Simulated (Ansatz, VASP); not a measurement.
**One calculation of KCaInWO6, two programs**

```xyz
10
Lattice="-0.0677 4.0588 4.0337 3.9660 0.0000 3.9660 4.0337 4.0588 -0.0677" Properties=species:S:1:pos:R:3 pbc="T T T"
K     5.9490    6.1218    5.9490
Ca    1.9830    2.4925    1.9830
In    0.0000    0.0130    0.0000
W     3.9660    4.0414    3.9660
O     2.0548    3.9321    3.9256
O     5.8772    3.9321    4.0064
O     4.0064    3.9321    5.8772
O     3.9256    3.9321    2.0548
O     3.9660    2.0921    3.9660
O     3.9660    5.9148    3.9660
```

Alike in both runs: functional PBEsol; k mesh 6 × 6 × 6; occupations gaussian, width 0.05 eV; no spin polarisation.

Ansatz relaxed the structure, and its values are those at the end. VASP's run is a single point on that final structure, the one shown.

```csv
,VASP,Ansatz
version,VASP 6.6.1,Ansatz 0.2.0
potentials or method,"VASP PAW PBE potentials, release 64 (K_sv, Ca_sv, In_d, W_sv, O), cutoff 520 eV","scalar-relativistic, plane waves, PAW"
valence electrons in the cell,82,82
```

|  | VASP | Ansatz | Ansatz less VASP |
| --- | --- | --- | --- |
| gap on the k mesh at the Fermi level (eV) | 2.91 | 2.93 | +0.014 |
| least direct gap on the mesh (eV) | 3.01 | 3.02 | +0.014 |
| pressure (GPa) | 1.1 | 0.0 | -1.07 |
| rms of the force components (eV/Å) | 0.074 | 0.001 | -0.0727 |

VASP's potentials were made for PBE, not for PBEsol.

Neither program's run includes spin-orbit coupling.
